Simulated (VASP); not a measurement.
# CoO (R-3m) in VASP: a series of runs

The runs below take CoO through single point, with PBE+U.

Everything below comes from runs of VASP 6.6.1. Logs are shortened: lines on timing, memory, paths and dates and some standing lists are left out, and cuts for length are marked.

**1. The cell of the first run**

It takes space group R-3m (No. 166, trigonal). Conventional cell: a = 3.011 Å, b = 3.011 Å, c = 7.320 Å, α = 90.00°, β = 90.00°, γ = 120.00°. Within 2.8 Å of Co (site symmetry -3m) lie 6 O at 2.12 Å. Within 2.8 Å of O (site symmetry -3m) lie 6 Co at 2.12 Å.

**2. Single point, PBE+U, collinear spin, ferromagnetic start**

Contents of INCAR:

```
PREC = Accurate ; ENCUT = 520
EDIFF = 1E-6 ; ISMEAR = 0
SIGMA = 0.02 ; LREAL = F
LASPH = T ; NELM = 150
ALGO = Normal ; ISIF = 2
LWAVE = F ; LCHARG = F
ISPIN = 2 ; MAGMOM = 3 1
LORBIT = 11 ; LMAXMIX = 4
LDAU = T ; LDAUTYPE = 2
LDAUL = 2 -1 ; LDAUU = 3.32 0
LDAUJ = 0 0 ; LDAUPRINT = 1
GGA = PE ; NBANDS = 18
```

Contents of KPOINTS:

```
regular mesh
0
Gamma
  12 12 12
```

Contents of POSCAR:

```
CoO
1.0
    1.5054695445      0.8691832468      2.4399269062
   -1.5054695445      0.8691832468      2.4399269062
    0.0000000000     -1.7383664936      2.4399269062
Co O
1 1
Direct
    0.0000000000      0.0000000000      0.0000000000
    0.5000000000      0.5000000000      0.5000000000
```

Potentials or basis: VASP PAW PBE potentials, release 64 (Co, O).

The run is started by

```bash
> cat potpaw_PBE.64/Co/POTCAR potpaw_PBE.64/O/POTCAR > POTCAR
> mpirun -np 1 vasp_std > vasp.out
```

OUTCAR:

```text
PREC = Accurate
   ENCUT = 520
   EDIFF = 1E-6
   ISMEAR = 0
   LREAL = F
   LASPH = T
   NELM = 150
   ISIF = 2
   ISPIN = 2
   LORBIT = 11
   GGA = PE

 ion  position               nearest neighbor table
   1  0.000  0.000  0.000-   2 2.12   2 2.12   2 2.12   2 2.12   2 2.12   2 2.12
   2  0.500  0.500  0.500-   1 2.12   1 2.12   1 2.12   1 2.12   1 2.12   1 2.12

  LATTYP: Found a trigonal (rhomboedric) cell.
 ALAT       =     2.9958573687
 COS(alpha) =     0.4949531368

  Lattice vectors:

 A1 = (   1.5054695445,   0.8691832468,   2.4399269062)
 A2 = (  -1.5054695445,   0.8691832468,   2.4399269062)
 A3 = (   0.0000000000,  -1.7383664936,   2.4399269062)

Analysis of symmetry for initial positions (statically):
=====================================================================
 Subroutine PRICEL returns:
 Original cell was already a primitive cell.

 Routine SETGRP: Setting up the symmetry group for a
 trigonal (rhombohedral) supercell.

 Subroutine GETGRP returns: Found 12 space group operations
 (whereof 12 operations were pure point group operations)
 out of a pool of 12 trial point group operations.

The static configuration has the point symmetry D_3d.

Analysis of symmetry for dynamics (positions and initial velocities):
=====================================================================
 Subroutine PRICEL returns:
 Original cell was already a primitive cell.

 Routine SETGRP: Setting up the symmetry group for a
 trigonal (rhombohedral) supercell.

 Subroutine GETGRP returns: Found 12 space group operations
 (whereof 12 operations were pure point group operations)
 out of a pool of 12 trial point group operations.

The dynamic configuration has the point symmetry D_3d.

Analysis of structural, dynamic, and magnetic symmetry:
=====================================================================
 Subroutine PRICEL returns:
 Original cell was already a primitive cell.

 Routine SETGRP: Setting up the symmetry group for a
 trigonal (rhombohedral) supercell.

 Subroutine GETGRP returns: Found 12 space group operations
 (whereof 12 operations were pure point group operations)
 out of a pool of 12 trial point group operations.

The overall configuration has the point symmetry D_3d.

 Subroutine INISYM returns: Found 12 space group operations
 (whereof 12 operations are pure point group operations),
 and found     1 'primitive' translations

----------------------------------------------------------------------------------------

                                     Primitive cell

  volume of cell :      19.1563

  direct lattice vectors                    reciprocal lattice vectors
     1.505469544  0.869183247  2.439926906     0.332122295  0.191750896  0.136616114
    -1.505469544  0.869183247  2.439926906    -0.332122295  0.191750896  0.136616114
     0.000000000 -1.738366494  2.439926906     0.000000000 -0.383501793  0.136616114

  length of vectors
     2.995857369  2.995857369  2.995857369     0.407108816  0.407108816  0.407108816

  position of ions in fractional coordinates (direct lattice)
     0.000000000  0.000000000  0.000000000
     0.500000000  0.500000000  0.500000000

  ion indices of the primitive-cell ions
   primitive index   ion index
                 1           1
                 2           2

[... 63 lines left out ...]
   ISTART =      0    job   : 0-new  1-cont  2-samecut
   ICHARG =      2    charge: 1-file 2-atom 10-const
   ISPIN  =      2    spin polarized calculation?
   LNONCOLLINEAR =      F non collinear calculations
   LSORBIT =      F    spin-orbit coupling
   LASPH  =      T    aspherical Exc in radial PAW
   ENCUT  =  520.0 eV  38.22 Ry    6.18 a.u.   5.57  5.57  5.57*2*pi/ulx,y,z
   NELM   =    150;   NELMIN=  2; NELMDL= -5     # of ELM steps
   EDIFF  = 0.1E-05   stopping-criterion for ELM
   LREAL  =      F    real-space projection
   EDIFFG = 0.1E-04   stopping-criterion for IOM
   NSW    =      0    number of steps for IOM
   IBRION =     -1    ionic relax: 0-MD 1-quasi-New 2-CG
   NFREE  =      0    steps in history (QN), initial steepest desc. (CG)
   ISIF   =      2    stress and relaxation
   ISYM   =      2    0-nonsym 1-usesym 2-fastsym
   POTIM  = 0.5000    time-step for ionic-motion
   TEBEG  =    0.0;   TEEND  =   0.0 temperature during run
   PSTRESS=    0.0 pullay stress
   NELECT =      15.0000    total number of electrons
   NUPDOWN=      -1.0000    fix difference up-down
   EMIN   =  10.00;   EMAX   =-10.00  energy-range for DOS
   EFERMI =   0.00;   METHOD = LEGACY
   ISMEAR =     0;   SIGMA  =   0.02  broadening in eV -4-tet -1-fermi 0-gaus
   EFERMI_NEDOS =   21; number of points for ismear=-14 and -15
   IALGO  =     38    algorithm
   IMIX   =      4    mixing-type and parameters
     AMIX     =   0.40;   BMIX     =  1.00
     AMIX_MAG =   1.60;   BMIX_MAG =  1.00
  volume/ion in A,a.u.               =       9.58        64.64
  Fermi-wavevector in a.u.,A,eV,Ry     =   1.508927  2.851458 30.978555  2.276860
  Thomas-Fermi vector in A             =   2.619316
   LORBIT       =     11    0 simple, 1 ext, 2 COOP (PROOUT), +10 PAW based schemes
 LDA+U is selected, type is set to LDAUTYPE =  2
   angular momentum for each species LDAUL =     2   -1
   U (eV)           for each species LDAUU =   3.3  0.0
   J (eV)           for each species LDAUJ =   0.0  0.0
   GGA     = PE    functional components
   LHFCALC =     F    Hartree Fock is set to
   AEXX    =    0.0000 exact exchange contribution
   IVDW    =     0    specifies the selected vdW correction
   LEPSILON=     F    determine dielectric tensor
   LRPA    =     F    only Hartree local field effects (RPA)
 spin polarized calculation
 Gauss-broadening in eV      SIGMA  =   0.02
  energy-cutoff  :      520.00
  volume of cell :       19.16
 maximum number of plane-waves:       533
 NGX is ok and might be reduce to    24
   NGX = 11   NGY = 11   NGZ = 11

atom =   1  type =  1  l = 2

 onsite density matrix

spin component  1

  0.9838  0.0000 -0.0000 -0.0207 -0.0000
  0.0000  0.9982 -0.0000  0.0000 -0.0207
 -0.0000 -0.0000  0.9667 -0.0000  0.0000
 -0.0207  0.0000 -0.0000  0.9982  0.0000
 -0.0000 -0.0207  0.0000  0.0000  0.9838

spin component  2

  0.4680  0.0000 -0.0000  0.1222 -0.0000
  0.0000  0.1733  0.0000 -0.0000  0.1222
 -0.0000  0.0000  0.9581  0.0000  0.0000
  0.1222 -0.0000  0.0000  0.1733  0.0000
 -0.0000  0.1222  0.0000  0.0000  0.4680

 occupancies and eigenvectors

  o =  0.1293  v =  0.0000  0.0000  0.0000  0.0000  0.0000 -0.3392  0.0000 -0.0000  0.9407 -0.0000      0.0000  0.0000  0.0000  0.0000  0.0000  0.0000  0.0000  0.0000  0.0000  0.0000
  o =  0.1293  v =  0.0000  0.0000  0.0000  0.0000  0.0000  0.0000 -0.9407 -0.0000  0.0000  0.3392      0.0000  0.0000  0.0000  0.0000  0.0000  0.0000  0.0000  0.0000  0.0000  0.0000
  o =  0.5121  v =  0.0000  0.0000  0.0000  0.0000  0.0000 -0.9407  0.0000  0.0000 -0.3392  0.0000      0.0000  0.0000  0.0000  0.0000  0.0000  0.0000  0.0000  0.0000  0.0000  0.0000
  o =  0.5121  v =  0.0000  0.0000  0.0000  0.0000  0.0000  0.0000 -0.3392  0.0000 -0.0000 -0.9407      0.0000  0.0000  0.0000  0.0000  0.0000  0.0000  0.0000  0.0000  0.0000  0.0000
  o =  0.9581  v =  0.0000  0.0000  0.0000  0.0000  0.0000  0.0000  0.0000  1.0000  0.0000  0.0000      0.0000  0.0000  0.0000  0.0000  0.0000  0.0000  0.0000  0.0000  0.0000  0.0000
  o =  0.9667  v =  0.0000 -0.0000  1.0000 -0.0000 -0.0000  0.0000  0.0000  0.0000  0.0000  0.0000      0.0000  0.0000  0.0000  0.0000  0.0000  0.0000  0.0000  0.0000  0.0000  0.0000
  o =  0.9691  v = -0.8152  0.0000 -0.0000 -0.5792 -0.0000  0.0000  0.0000  0.0000  0.0000  0.0000      0.0000  0.0000  0.0000  0.0000  0.0000  0.0000  0.0000  0.0000  0.0000  0.0000
  o =  0.9691  v =  0.0000 -0.5792 -0.0000  0.0000 -0.8152  0.0000  0.0000  0.0000  0.0000  0.0000      0.0000  0.0000  0.0000  0.0000  0.0000  0.0000  0.0000  0.0000  0.0000  0.0000
  o =  1.0130  v = -0.5792  0.0000  0.0000  0.8152  0.0000  0.0000  0.0000  0.0000  0.0000  0.0000      0.0000  0.0000  0.0000  0.0000  0.0000  0.0000  0.0000  0.0000  0.0000  0.0000
  o =  1.0130  v =  0.0000 -0.8152  0.0000 -0.0000  0.5792  0.0000  0.0000  0.0000  0.0000  0.0000      0.0000  0.0000  0.0000  0.0000  0.0000  0.0000  0.0000  0.0000  0.0000  0.0000

 number of electron      15.0000005 magnetization       3.0000164

 Free energy of the ion-electron system (eV)
  ---------------------------------------------------
  ext. energy  EPLUGINS =         0.00000000
  ---------------------------------------------------
  free energy    TOTEN  =       -11.48693803 eV

  energy without entropy =      -11.48667444  energy(sigma->0) =      -11.48680624

 E-fermi :   7.8354     XC(G=0): -12.4298

 val. band max:        7.8269906671   @ k =  -0.2500   0.2500   0.0833
 cond. band min:       7.8357104002   @ k =  -0.3333   0.3333   0.2500
 fundamental gap:      0.0087197331
 Fermi energy:         7.8354289654

 spin component 1

 k-point     1 :       0.0000    0.0000    0.0000
  band No.  band energies     occupation
      1     -12.0622      1.00000
      2       2.9155      1.00000
      3       2.9155      1.00000
      4       3.1145      1.00000
      5       3.1145      1.00000
      6       3.8155      1.00000
[... 1001 lines left out ...]
     17      36.2322      0.00000
     18      37.9224      0.00000

 [... further k-points ...]
[... 5 lines left out ...]
  --------------------------------------------------------------------------------------
  -------------------------------------------------------------------------------------
  Total        0.2701384      0.2701384      0.0911131     -0.0000000      0.0000000     -0.0000000
  in kB       22.5936002     22.5936002      7.6204367     -0.0000000      0.0000000     -0.0000000
  external PRESSURE =      17.6025457 kB  Pullay stress =       0.0000000 kB

 VOLUME and BASIS-vectors are now :
 -----------------------------------------------------------------------------
  energy-cutoff  :      520.00
  volume of cell :       19.16
      direct lattice vectors                 reciprocal lattice vectors
     1.505469544  0.869183247  2.439926906     0.332122295  0.191750896  0.136616114
    -1.505469544  0.869183247  2.439926906    -0.332122295  0.191750896  0.136616114
     0.000000000 -1.738366494  2.439926906     0.000000000 -0.383501793  0.136616114

 POSITION                                       TOTAL-FORCE (eV/Angst)
 -----------------------------------------------------------------------------------
      0.00000      0.00000      0.00000         0.000000      0.000000     -0.000000
      0.00000      0.00000      3.65989        -0.000000     -0.000000      0.000000
 -----------------------------------------------------------------------------------
    total drift:                               -0.000000      0.000000     -0.000000

  FREE ENERGIE OF THE ION-ELECTRON SYSTEM (eV)
  ---------------------------------------------------
  free  energy   TOTEN  =       -11.4869380280 eV

  energy  without entropy=      -11.4866744446  energy(sigma->0) =      -11.48680624

 total charge

# of ion       s       p       d       tot
------------------------------------------
    1        0.301   0.369   7.147   7.817
    2        1.553   3.453   0.000   5.006
--------------------------------------------------
tot          1.853   3.823   7.147  12.823

 magnetization (x)

# of ion       s       p       d       tot
------------------------------------------
    1        0.021   0.017   2.689   2.726
    2        0.023   0.231   0.000   0.254
--------------------------------------------------
tot          0.044   0.248   2.689   2.980
```

Run time: 5.2 min. Hardware: 1 thread of Intel Xeon 8259CL, shared host; peak memory 0.23 GiB.

What came out:

```
Free energy                                           : -11.4869 eV
Pressure                                              : 1.8 GPa
Band gap on the k mesh                                : zero (filled and empty bands overlap)
Net moment                                            : 3.00 μB per cell
Site moments                                          : Co +2.73; O +0.25 μB
Valence electrons inside the program's atomic spheres : Co 7.82; O 5.01
```

Eigenvalues of the final occupation matrices:
```tsv
site	spin	trace	eigenvalues
site 1 d	1	4.93	0.97 0.97 0.97 1.01 1.01
site 1 d	2	2.24	0.13 0.13 0.51 0.51 0.96
```

Caveat: a cell with one magnetic atom can't hold antiferromagnetic order, which such compounds often take. The state reached can hang on the start; a lower one may exist.

**3. Single point, PBE+U, collinear spin, ferromagnetic start**

Contents of INCAR:

```
PREC = Accurate
ENCUT = 520
EDIFF = 1E-7
ISMEAR = 0
SIGMA = 0.02
LREAL = False
LASPH = True
NELM = 150
ALGO = Normal
ISIF = 2
LWAVE = False
LCHARG = False
ISPIN = 2
MAGMOM = 4.5 2.5
LORBIT = 11
LMAXMIX = 4
LDAU = True
LDAUTYPE = 2
LDAUL = 2 -1
LDAUU = 3.32 0
LDAUJ = 0 0
LDAUPRINT = 1
GGA = PE
NBANDS = 18
```

KPOINTS is that of step 2.

POSCAR is that of step 2.

Potentials or basis: VASP PAW PBE potentials, release 64 (Co, O).

The run is started by

```bash
> cat potpaw_PBE.64/Co/POTCAR potpaw_PBE.64/O/POTCAR > POTCAR
> mpirun -np 1 vasp_std > vasp.out
```

Wall time 5.8 min (1 thread of Intel Xeon 8259CL, shared host); peak memory 0.23 GiB.

It converged, with:

| Item | Value |
| --- | --- |
| Free energy | -11.4869 eV |
| Pressure | 1.7 GPa |
| Band gap on the k mesh | zero (filled and empty bands overlap) |
| Net moment | 3.00 μB per cell |
| Site moments | Co +2.73; O +0.25 μB |
| Valence electrons inside the program's atomic spheres | Co 7.82; O 5.01 |

Stress tensor (GPa, compression positive):
```
2.24 0.00 0.00
0.00 2.24 0.00
0.00 0.00 0.74
```

Levels at points of the mesh, in eV from the Fermi level:
Spin up:
```
           k point  band 7  band 8  band 9  band 10  band 11  band 12
(0.00, 0.00, 0.00)   -2.78   -2.78   -2.70     1.30    17.12    17.32
(0.50, 0.00, 0.00)   -3.00   -0.46   -0.41     5.33     9.63    13.64
(0.50, 0.50, 0.00)   -3.96   -3.81   -3.26     6.08    10.20    11.11
(0.50, 0.50, 0.50)   -2.52   -0.44   -0.44     5.31     9.75    13.53
```
Spin down:
| k point | band 3 | band 4 | band 5 | band 6 | band 7 | band 8 | band 9 | band 10 |
| --- | --- | --- | --- | --- | --- | --- | --- | --- |
| (0.00, 0.00, 0.00) | -2.28 | -2.28 | -2.23 | -0.91 | -0.91 | 1.48 | 1.48 | 1.85 |
| (0.50, 0.00, 0.00) | -4.25 | -3.98 | -1.43 | 0.00 | 0.51 | 3.83 | 3.93 | 5.62 |
| (0.50, 0.50, 0.00) | -3.57 | -3.52 | -2.83 | -0.54 | 0.27 | 2.07 | 2.36 | 7.04 |
| (0.50, 0.50, 0.50) | -4.24 | -4.24 | -1.09 | 0.39 | 0.39 | 3.82 | 3.82 | 5.59 |

Eigenvalues of the final occupation matrices:
```
    site  spin  trace               eigenvalues
site 1 d     1   4.93  0.97 0.97 0.97 1.01 1.01
site 1 d     2   2.24  0.13 0.13 0.51 0.51 0.96
```

Caveat: a cell with one magnetic atom can't hold antiferromagnetic order, which such compounds often take.
